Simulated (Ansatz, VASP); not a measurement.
## Two plane-wave programs on Co

INCAR

```
SYSTEM = Co
ALGO     = Normal         ! electronic algorithm
EDIFF    = 1E-6           ! SCF threshold, eV
ENCUT    = 520            ! plane-wave cutoff, eV
GGA      = PE             ! functional
ISIF     = 2              ! what is computed and relaxed
ISMEAR   = -1             ! smearing method
ISPIN    = 2              ! spin polarisation
LASPH    = .TRUE.         ! aspherical terms in the spheres
LCHARG   = .TRUE.         ! write CHGCAR
LELF     = .TRUE.         ! ELF
LMAXMIX  = 4              ! l up to which the mixer works
LORBIT   = 11             ! projections on sites
LREAL    = .FALSE.        ! projectors in reciprocal space
LVHAR    = .TRUE.       
LWAVE    = .FALSE.        ! write WAVECAR
MAGMOM   = 2.5 2.5 2.5 2.5 ! initial moments
NBANDS   = 30             ! bands
NELM     = 150            ! most SCF steps
PREC     = Accurate       ! precision mode
SIGMA    = 0.15           ! smearing width, eV
```

Contents of KPOINTS:

```
k-points
0
G
  11 11 3
  0 0 0
```

File POSCAR:

```
Co
1.0
    2.4258358706      0.0000000000      0.0000000000
   -1.2129179353      2.1008354863      0.0000000000
    0.0000000000      0.0000000000      7.9418081510
Co
4
Direct
    0.0000000000      0.0000000000      0.0000000000
    0.3333333333      0.6666666667      0.2500000000
    0.0000000000      0.0000000000      0.5000000000
    0.6666666667      0.3333333333      0.7500000000
```

Input for Ansatz:

```yaml
crystal:
  lattice:
    - [2.425835870610904, 0.0, 0.0]
    - [-1.212917935305452, 2.100835486317783, 0.0]
    - [0.0, 0.0, 7.941808150989665]
  atoms:
    - { symbol: Co, position: [0.0, 0.0, 0.0], spin: 2.5 }
    - { symbol: Co, position: [0.3333333333333333, 0.6666666666666666, 0.25], spin: 2.5 }
    - { symbol: Co, position: [0.0, 0.0, 0.5], spin: 2.5 }
    - { symbol: Co, position: [0.6666666666666666, 0.3333333333333333, 0.75], spin: 2.5 }
basis:
  ecutwfc: 462.593566181796
kpoints:
  mp_grid:
    grid: [11, 11, 3]
magnetization:
  spin_polarized: true
scf:
  occupations:
    method: fermi_dirac
    width: 0.15
output:
  stress: true
```

Alike in both runs: task single point; functional PBE; k mesh 11 × 11 × 3; occupations fermi-dirac, width 0.15 eV; collinear spin.

|  | VASP | Ansatz |
| --- | --- | --- |
| version | VASP 6.6.1 | Ansatz 0.2.0 |
| potentials or method | VASP PAW PBE potentials, release 64 (Co), cutoff 520 eV | plane waves, PAW |
| valence electrons in the cell | 36 | 68 |

|  | VASP | Ansatz | Ansatz less VASP |
| --- | --- | --- | --- |
| pressure (GPa) | 17.3 | 18.4 | +1.11 |
| traceless stress, the component that is largest in VASP (GPa) | -1.93 | -1.96 | -0.025 |
| net moment per atom (μB) | 1.53 | 1.53 | +0.004 |
| size of the moment on the site where the two differ most (μB) | 1.54 | 1.60 | +0.062 |

Site moments also hang on the region over which each program counts them. VASP's potentials hold 36 valence electrons a cell and Ansatz's 68, so a difference there can come from the potentials and not from the codes.
